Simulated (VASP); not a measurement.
# As in VASP: notebook

Runs on As. Level: PBE+D3(BJ). Tasks: single point.

Everything below comes from runs of VASP 6.6.1. Logs are shortened: lines on timing, memory, paths and dates and some standing lists are left out, and cuts for length are marked.

**1. The cell of the first run**

The cell holds a sheet with vacuum, 2 atoms: a = 3.600 Å, b = 3.600 Å, c = 15.400 Å, α = 90.00°, β = 90.00°, γ = 120.00°.

**2. Single point, PBE+D3(BJ)**

Input file INCAR:

```
PREC = Accurate ; ENCUT = 400
EDIFF = 1E-6 ; ISMEAR = 0
SIGMA = 0.03 ; LREAL = False
LASPH = True ; NELM = 120
ALGO = Normal ; ISIF = 2
LWAVE = False ; LCHARG = False
LDIPOL = True ; IDIPOL = 3
DIPOL = 0.5 0.5 0.500 ; GGA = PE
IVDW = 12 ; NBANDS = 12
GGA_COMPAT = False ; NELMDL = -8
```

Input file KPOINTS:

```
regular mesh
0
Gamma
  12 12 1
```

Input file POSCAR:

```
As
1.0
    3.6000000000      0.0000000000      0.0000000000
   -1.8000000000      3.1176914536      0.0000000000
    0.0000000000      0.0000000000     15.4000000000
As
2
Direct
    0.3333330000      0.6666670000      0.4545454545
    0.6666670000      0.3333330000      0.5454545455
```

Potentials or basis: VASP PAW PBE potentials, release 64 (As).

Run with:

```sh
> cat potpaw_PBE.64/As/POTCAR > POTCAR
> mpirun -np 1 vasp_std > vasp.out
```

OUTCAR:

```text
PREC = Accurate
   ENCUT = 400
   EDIFF = 1E-6
   ISMEAR = 0
   LREAL = False
   LASPH = True
   NELM = 120
   ISIF = 2
   GGA = PE
   IVDW = 12
   NELMDL = -8
 IVDW          = 12

 ion  position               nearest neighbor table
   1  0.333  0.667  0.455-   2 2.51   2 2.51   2 2.51
   2  0.667  0.333  0.545-   1 2.51   1 2.51   1 2.51

  LATTYP: Found a hexagonal cell.
 ALAT       =     3.6000000000
 C/A-ratio  =     4.2777777778

  Lattice vectors:

 A1 = (   3.6000000000,   0.0000000000,   0.0000000000)
 A2 = (  -1.8000000000,   3.1176914536,   0.0000000000)
 A3 = (   0.0000000000,   0.0000000000,  15.4000000000)

Analysis of symmetry for initial positions (statically):
=====================================================================
 Subroutine PRICEL returns:
 Original cell was already a primitive cell.

 Routine SETGRP: Setting up the symmetry group for a
 hexagonal supercell.

 Subroutine GETGRP returns: Found 12 space group operations
 (whereof 12 operations were pure point group operations)
 out of a pool of 24 trial point group operations.

The static configuration has the point symmetry D_3d.

Analysis of symmetry for dynamics (positions and initial velocities):
=====================================================================
 Subroutine PRICEL returns:
 Original cell was already a primitive cell.

 Routine SETGRP: Setting up the symmetry group for a
 hexagonal supercell.

 Subroutine GETGRP returns: Found 12 space group operations
 (whereof 12 operations were pure point group operations)
 out of a pool of 24 trial point group operations.

The dynamic configuration has the point symmetry D_3d.

 Subroutine INISYM returns: Found 12 space group operations
 (whereof 12 operations are pure point group operations),
 and found     1 'primitive' translations

----------------------------------------------------------------------------------------

                                     Primitive cell

  volume of cell :     172.8448

  direct lattice vectors                    reciprocal lattice vectors
     3.600000000  0.000000000  0.000000000     0.277777778  0.160375075  0.000000000
    -1.800000000  3.117691454  0.000000000     0.000000000  0.320750150  0.000000000
     0.000000000  0.000000000 15.400000000     0.000000000  0.000000000  0.064935065

  length of vectors
     3.600000000  3.600000000 15.400000000     0.320750150  0.320750150  0.064935065

  position of ions in fractional coordinates (direct lattice)
     0.333333000  0.666667000  0.454545454
     0.666667000  0.333333000  0.545454546

  ion indices of the primitive-cell ions
   primitive index   ion index
                 1           1
                 2           2

----------------------------------------------------------------------------------------

 KPOINTS: regular mesh

Automatic generation of k-mesh.
 Grid dimensions read from file:
 generate k-points for:   12   12    1

 Generating k-lattice:

  Cartesian coordinates                     Fractional coordinates (reciprocal lattice)
     0.023148148  0.013364590  0.000000000     0.083333333  0.000000000  0.000000000
     0.000000000  0.026729179  0.000000000     0.000000000  0.083333333  0.000000000
     0.000000000  0.000000000  0.064935065     0.000000000  0.000000000  1.000000000

  Length of vectors
     0.026729179  0.026729179  0.064935065

  Shift w.r.t. Gamma in fractional coordinates (k-lattice)
     0.000000000  0.000000000  0.000000000

 Subroutine IBZKPT returns following result:
 ===========================================

 Found     19 irreducible k-points:

 Following reciprocal coordinates:
            Coordinates               Weight
  0.000000  0.000000  0.000000      1.000000
  0.083333  0.000000  0.000000      6.000000
  0.166667  0.000000  0.000000      6.000000
  0.250000  0.000000  0.000000      6.000000
  0.333333  0.000000  0.000000      6.000000
  0.416667  0.000000  0.000000      6.000000
[... 11 lines left out ...]
  0.333333  0.250000  0.000000     12.000000
  0.333333  0.333333  0.000000      2.000000
   k-points           NKPTS =     19   k-points in BZ     NKDIM =     19   number of bands    NBANDS=     12
   number of dos      NEDOS =    301   number of ions     NIONS =      2
   total plane-waves  NPLWV =  57600
   dimension x,y,z NGX =    24 NGY =   24 NGZ =  100
   dimension x,y,z NGXF=    48 NGYF=   48 NGZF=  200
   ions per type =               2
   NGX,Y,Z   is equivalent  to a cutoff of  11.08, 11.08, 10.80 a.u.
   NGXF,Y,Z  is equivalent  to a cutoff of  22.17, 22.17, 21.59 a.u.
 SYSTEM =  unknown system
   PREC   = accura    normal or accurate (medium, high low for compatibility)
   ISTART =      0    job   : 0-new  1-cont  2-samecut
   ICHARG =      2    charge: 1-file 2-atom 10-const
   ISPIN  =      1    spin polarized calculation?
   LNONCOLLINEAR =      F non collinear calculations
   LSORBIT =      F    spin-orbit coupling
   LASPH  =      T    aspherical Exc in radial PAW
   ENCUT  =  400.0 eV  29.40 Ry    5.42 a.u.   5.87  5.87 25.11*2*pi/ulx,y,z
   NELM   =    120;   NELMIN=  2; NELMDL= -8     # of ELM steps
   EDIFF  = 0.1E-05   stopping-criterion for ELM
   LREAL  =      F    real-space projection
   EDIFFG = 0.1E-04   stopping-criterion for IOM
   NSW    =      0    number of steps for IOM
   IBRION =     -1    ionic relax: 0-MD 1-quasi-New 2-CG
   NFREE  =      0    steps in history (QN), initial steepest desc. (CG)
   ISIF   =      2    stress and relaxation
   ISYM   =      2    0-nonsym 1-usesym 2-fastsym
   POTIM  = 0.5000    time-step for ionic-motion
   TEBEG  =    0.0;   TEEND  =   0.0 temperature during run
   PSTRESS=    0.0 pullay stress
   NELECT =      10.0000    total number of electrons
   NUPDOWN=      -1.0000    fix difference up-down
   EMIN   =  10.00;   EMAX   =-10.00  energy-range for DOS
   EFERMI =   0.00;   METHOD = LEGACY
   ISMEAR =     0;   SIGMA  =   0.03  broadening in eV -4-tet -1-fermi 0-gaus
   EFERMI_NEDOS =   21; number of points for ismear=-14 and -15
   IALGO  =     38    algorithm
   IMIX   =      4    mixing-type and parameters
     AMIX     =   0.40;   BMIX     =  1.00
     AMIX_MAG =   1.60;   BMIX_MAG =  1.00
  volume/ion in A,a.u.               =      86.42       583.21
  Fermi-wavevector in a.u.,A,eV,Ry     =   0.633173  1.196524  5.454693  0.400909
  Thomas-Fermi vector in A             =   1.696740
   LORBIT       =      0    0 simple, 1 ext, 2 COOP (PROOUT), +10 PAW based schemes
   GGA     = PE    functional components
   LHFCALC =     F    Hartree Fock is set to
   AEXX    =    0.0000 exact exchange contribution
   IVDW    =    12    specifies the selected vdW correction
   LEPSILON=     F    determine dielectric tensor
   LRPA    =     F    only Hartree local field effects (RPA)
 non-spin polarized calculation
 Gauss-broadening in eV      SIGMA  =   0.03
  energy-cutoff  :      400.00
  volume of cell :      172.84
 maximum number of plane-waves:      3166
 NGX is ok and might be reduce to    24
   NGX = 11   NGY = 11   NGZ = 51

 number of electron      10.0000000 magnetization

 number of electron       9.9999998 magnetization

 dipolmoment           0.000000      0.000000     -0.000000 electrons x Angstroem

 Free energy of the ion-electron system (eV)
  ---------------------------------------------------
  ext. energy  EPLUGINS =         0.00000000
  ---------------------------------------------------
  free energy    TOTEN  =        -9.33302820 eV

  energy without entropy =       -9.33302820  energy(sigma->0) =       -9.33302820

 E-fermi :  -2.7394     XC(G=0):  -3.3832

 val. band max:       -2.8864701309   @ k =   0.0000   0.0000   0.0000
 cond. band min:      -1.2955349334   @ k =   0.3333   0.0000   0.0000
 fundamental gap:      1.5909351975
 Fermi energy:        -2.7393586574

 k-point     1 :       0.0000    0.0000    0.0000
  band No.  band energies     occupation
      1     -16.3858      2.00000
      2     -10.0962      2.00000
      3      -3.4812      2.00000
      4      -2.8865      2.00000
      5      -2.8865      2.00000
      6      -0.9368      0.00000
      7       0.6006      0.00000
      8       0.6006      0.00000
      9       2.0218      0.00000
     10       2.0814      0.00000
     11       3.6074      0.00000
     12       4.6087      0.00000

 k-point     2 :       0.0833    0.0000    0.0000
  band No.  band energies     occupation
      1     -16.2934      2.00000
      2     -10.0828      2.00000
      3      -3.7813      2.00000
      4      -3.4359      2.00000
      5      -3.0936      2.00000
      6      -0.3191      0.00000
      7       0.4898      0.00000
      8       0.8102      0.00000
      9       2.1547      0.00000
     10       2.1957      0.00000
     11       3.7049      0.00000
     12       4.7186      0.00000

 k-point     3 :       0.1667    0.0000    0.0000
  band No.  band energies     occupation
      1     -16.0190      2.00000
      2     -10.0897      2.00000
      3      -5.1042      2.00000
      4      -3.5526      2.00000
      5      -3.3381      2.00000
      6      -0.6444      0.00000
      7       1.1751      0.00000
      8       1.2209      0.00000
      9       2.4416      0.00000
     10       2.5836      0.00000
     11       3.9391      0.00000
     12       4.9735      0.00000
[... 211 lines left out ...]
 k-point    18 :       0.3333    0.2500    0.0000
  band No.  band energies     occupation
      1     -13.4642      2.00000
      2     -12.2440      2.00000
      3      -7.0342      2.00000
      4      -5.3682      2.00000
      5      -4.4624      2.00000
      6      -0.6763      0.00000
      7       1.1671      0.00000
      8       1.7500      0.00000
      9       4.8390      0.00000
     10       5.4318      0.00000
     11       5.6866      0.00000
     12       6.1188      0.00000

 k-point    19 :       0.3333    0.3333    0.0000
  band No.  band energies     occupation
      1     -12.8382      2.00000
      2     -12.8382      2.00000
      3      -7.2641      2.00000
      4      -4.8970      2.00000
      5      -4.8970      2.00000
      6      -0.9211      0.00000
      7       1.6434      0.00000
      8       1.6434      0.00000
      9       5.1642      0.00000
     10       6.0181      0.00000
     11       6.0181      0.00000
     12       6.8043      0.00000

------------------------ aborting loop because EDIFF is reached ----------------------------------------

 vacuum level on the upper side and lower side of the slab       (xc-potential included)        -0.116        -0.116

 Edisp (eV)   -0.41799

 E8    (eV) :    -0.1892

  FORCE on cell =-STRESS in cart. coord.  units (eV):
  Direction    XX          YY          ZZ          XY          YZ          ZX
  --------------------------------------------------------------------------------------
  -------------------------------------------------------------------------------------
  Total      -0.34908    -0.34908    -0.06651     0.00000    -0.00000     0.00000
  in kB      -3.23581    -3.23581    -0.61652     0.00000    -0.00000     0.00000
  external pressure =       -2.36 kB  Pullay stress =        0.00 kB

 VOLUME and BASIS-vectors are now :
 -----------------------------------------------------------------------------
  energy-cutoff  :      400.00
  volume of cell :      172.84
      direct lattice vectors                 reciprocal lattice vectors
     3.600000000  0.000000000  0.000000000     0.277777778  0.160375075  0.000000000
    -1.800000000  3.117691454  0.000000000     0.000000000  0.320750150  0.000000000
     0.000000000  0.000000000 15.400000000     0.000000000  0.000000000  0.064935065

 POSITION                                       TOTAL-FORCE (eV/Angst)
 -----------------------------------------------------------------------------------
     -0.00000      2.07846      7.00000         0.000000      0.000000      0.038333
      1.80000      1.03923      8.40000        -0.000000     -0.000000     -0.038333
 -----------------------------------------------------------------------------------
    total drift:                               -0.000000      0.000000      0.000000

  FREE ENERGIE OF THE ION-ELECTRON SYSTEM (eV)
  ---------------------------------------------------
  free  energy   TOTEN  =        -9.7510188214 eV

  energy  without entropy=       -9.7510188214  energy(sigma->0) =       -9.75101882

 vacuum level on the upper side and lower side of the slab         2.336         2.336
```

Run time: 20 s. Hardware: 1 thread of Intel Xeon 6975P-C (Granite Rapids), shared host; peak memory 0.22 GiB.

What came out:

```yaml
Free_energy: -9.7510 eV
Largest_force: 0.038 eV/Å
Band_gap_on_the_k_mesh: 1.59 eV, indirect (least direct gap 1.95 eV)
Dispersion_energy_per_atom: -0.209 eV
```

Forces on the atoms (eV/Å):
```
As   0.000  0.000  0.038
As   0.000  0.000 -0.038
```

**3. Single point, PBE+D3(BJ)**

This run uses another cell than the first one, of 146.87 Å³/atom, 1.699 times its volume.

Input file INCAR:

```
PREC     = Accurate       # precision mode
ENCUT    = 400            # plane-wave cutoff, eV
EDIFF    = 1E-6           # SCF threshold, eV
ISMEAR   = 0              # smearing method
SIGMA    = 0.03           # smearing width, eV
LREAL    = False          # projectors in reciprocal space
LASPH    = True           # aspherical terms in the spheres
NELM     = 120            # most SCF steps
ALGO     = Normal         # electronic algorithm
ISIF     = 2              # what is computed and relaxed
LWAVE    = False          # write WAVECAR
LCHARG   = False          # write CHGCAR
LDIPOL   = True         
IDIPOL   = 3            
DIPOL    = 0.5 0.5 0.289
GGA      = PE             # functional
IVDW     = 12             # dispersion correction
NBANDS   = 12             # bands
GGA_COMPAT= False        
NELMDL   = -8
```

Input file KPOINTS:

```
Automatic mesh
0
Gamma
  12 12 1
```

Input file POSCAR:

```
As
1.0
    3.5708954739      0.0000000000      0.0000000000
   -1.7854477369      3.0924861946      0.0000000000
    0.0000000000      0.0000000000     26.6000000028
As
2
Direct
    0.3333333333      0.6666666667      0.2631908320
    0.6666666667      0.3333333333      0.3157565363
```

Potentials or basis: VASP PAW PBE potentials, release 64 (As).

Run with:

```sh
> cat potpaw_PBE.64/As/POTCAR > POTCAR
> mpirun -np 1 vasp_std > vasp.out
```

It took 39 s on 1 thread of Intel Xeon 6975P-C (Granite Rapids), shared host; peak memory 0.3 GiB.

It converged, with:

| Property | Result |
| --- | --- |
| Free energy | -9.7520 eV |
| Largest force | 0.090 eV/Å |
| Band gap on the k mesh | 1.55 eV, indirect (least direct gap 2.04 eV) |
| Dispersion energy per atom | -0.212 eV |

Forces in eV/Å, atoms in the order of the input:
```
As   0.000  0.000 -0.090
As   0.000  0.000  0.090
```

Levels at points of the mesh, in eV from the valence-band top:
```
           k point  band 3  band 4  band 5  band 6  band 7  band 8
(0.00, 0.00, 0.00)   -0.70    0.00    0.00    2.04    3.52    3.52
(0.50, 0.00, 0.00)   -3.53   -1.94   -1.69    1.93    3.04    4.51
```
